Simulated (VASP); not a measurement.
Set up this calculation in VASP 6.6.1, as the native input.

```
Task                   : electric field gradients
Functional             : PBE
Potentials or basis    : VASP PAW PBE potentials, release 64 (Hf_pv)
Cutoff                 : 400 eV
k mesh                 : 13 × 13 × 13
Occupations            : fermi-dirac, width 0.03 eV
Spin                   : no spin polarisation
Dipole correction      : no
Further INCAR settings : ALGO = Normal; EDIFF = 1e-08; NBANDS = 11
```

The structure of Hf lies in POSCAR:

```
Hf
1.0
    0.0000000000      2.2125751954      2.2125751954
    2.2125751954      0.0000000000      2.2125751954
    2.2125751954      2.2125751954      0.0000000000
Hf
1
Direct
    0.0000000000      0.0000000000      0.0000000000
```

This isn't the form of Hf at room conditions, which is hcp.

The input as run:

INCAR

```
SYSTEM = Hf
PREC     = Accurate       ! precision mode
ENCUT    = 400            ! plane-wave cutoff, eV
EDIFF    = 1E-8           ! SCF threshold, eV
ISMEAR   = -1             ! smearing method
SIGMA    = 0.03           ! smearing width, eV
LREAL    = .False.        ! projectors in reciprocal space
LASPH    = .True.         ! aspherical terms in the spheres
NELM     = 120            ! most SCF steps
ALGO     = Normal         ! electronic algorithm
ISIF     = 2              ! what is computed and relaxed
LWAVE    = .False.        ! write WAVECAR
LCHARG   = .False.        ! write CHGCAR
GGA      = PE             ! functional
LEFG     = .True.       
NBANDS   = 11             ! bands
GGA_COMPAT= .False.
```

KPOINTS

```
regular mesh
0
Gamma
  13 13 13
  0 0 0
```

Potentials or basis: VASP PAW PBE potentials, release 64 (Hf_pv).

Run with:

```console
$ cat potpaw_PBE.64/Hf_pv/POTCAR > POTCAR
$ mpirun -np 1 vasp_std > vasp.out
```

It gave:

```json
{"Pressure": "3.9 GPa", "Band gap on the k mesh": "zero (bands 5 and 6 overlap by 1.98 eV)", "Largest electric field gradient by atom": "zero within the noise of the run"}
```

Caveat: the cell stands under pressure; spin-orbit coupling is left out, which moves the levels of the heavy elements.

Wall time 8.3 s on 1 thread of AMD EPYC 9R45 96-Core Processor (Zen 5), with other jobs on the host, peak memory 0.1 GiB.
